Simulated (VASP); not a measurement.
Set up this calculation in VASP 6.6.1, as the native input.

```yaml
Task: single point
Functional: PBEsol
Dispersion: D4
Potentials_or_basis: VASP PAW PBE potentials, release 64 (Ti_sv, Al)
Cutoff: 520 eV
k_mesh: 10 × 10 × 10
Occupations: fermi-dirac, width 0.05 eV
Spin: no spin polarisation
Dipole_correction: no
Further_INCAR_settings: ALGO = Fast; EDIFF = 1e-06; NBANDS = 18
```

The structure of TiAl3 lies in POSCAR:

```
TiAl3
1.0
   -1.8981463789      1.8981463789      4.2479609972
    1.8981463789     -1.8981463789      4.2479609972
    1.8981463789      1.8981463789     -4.2479609972
Ti Al
1 3
Direct
    0.0000000000      0.0000000000      0.0000000000
    0.2500000000      0.7500000000      0.5000000000
    0.7500000000      0.2500000000      0.5000000000
    0.5000000000      0.5000000000      0.0000000000
```

One way to write it, as run:

INCAR

```
PREC = Accurate ; ENCUT = 520
EDIFF = 1E-6 ; ISMEAR = -1
SIGMA = 0.05 ; LREAL = F
LASPH = T ; NELM = 100
ALGO = Fast ; ISIF = 2
LWAVE = F ; LCHARG = F
GGA = PS ; IVDW = 13
NBANDS = 18
```

KPOINTS

```
Automatic mesh
0
Gamma
  10 10 10
```

Potentials or basis: VASP PAW PBE potentials, release 64 (Ti_sv, Al).

The run is started by

```sh
$ cat potpaw_PBE.64/Ti_sv/POTCAR potpaw_PBE.64/Al/POTCAR > POTCAR
$ mpirun -np 1 vasp_std > vasp.out
```

Results of the run:

| Item | Value |
| --- | --- |
| Pressure | 0.0 GPa |
| Band gap on the k mesh | zero (an odd number of electrons rules out a gap without spin polarisation) |
| Dispersion energy per atom | -0.195 eV |

Caveat: the PAW data sets were made with another functional, which shifts forces and pressure a little.

Run time: 3.4 min on 1 thread of Intel(R) Xeon(R) 6975P-C (Granite Rapids), with other jobs on the host, peak memory 0.31 GiB.
